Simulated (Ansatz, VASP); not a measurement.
**One calculation of Lu2SiF2, two programs**

```
Lu Si F
1.0
    -2.03076    2.03076    4.99763
     2.03076   -2.03076    4.99763
     2.03076    2.03076   -4.99763
Lu Si F
2 1 2
Direct
  0.25000 0.75000 0.50000
  0.75000 0.25000 0.50000
  0.00000 0.00000 0.00000
  0.64876 0.64876 0.00000
  0.35124 0.35124 0.00000
```

Change from the starting cell: species swapped into the LaFe2Si2 type (I4/mmm, No. 139).

Alike in both runs: task single point; functional PBE; k mesh 6 × 6 × 6; occupations gaussian, width 0.1 eV; no spin polarisation.

```csv
,VASP,Ansatz
version,VASP 6.6.1,Ansatz 0.2.0
potentials or method,"VASP PAW PBE potentials, release 64 (Lu, Si, F), cutoff 600 eV","scalar-relativistic, plane waves, PAW"
valence electrons in the cell,68,68
```

|  | VASP | Ansatz | Ansatz less VASP |
| --- | --- | --- | --- |
| gap on the k mesh at the Fermi level (eV) | none | none | - |
| pressure (GPa) | 9.7 | 9.0 | -0.70 |
| traceless stress, the component that is largest in VASP (GPa) | -29.42 | -28.97 | +0.446 |
| rms of the force components (eV/Å) | 0.321 | 0.352 | +0.0304 |

Atom by atom the forces differ by 0.030 eV/Å (rms over components). A gap of «none» marks a metal or a gap that the smearing closes. With one functional, cell and mesh, what is left measures potentials, basis and numerics.

The k mesh is coarse, so the values compare programs but aren't converged. Neither program's run includes spin-orbit coupling.
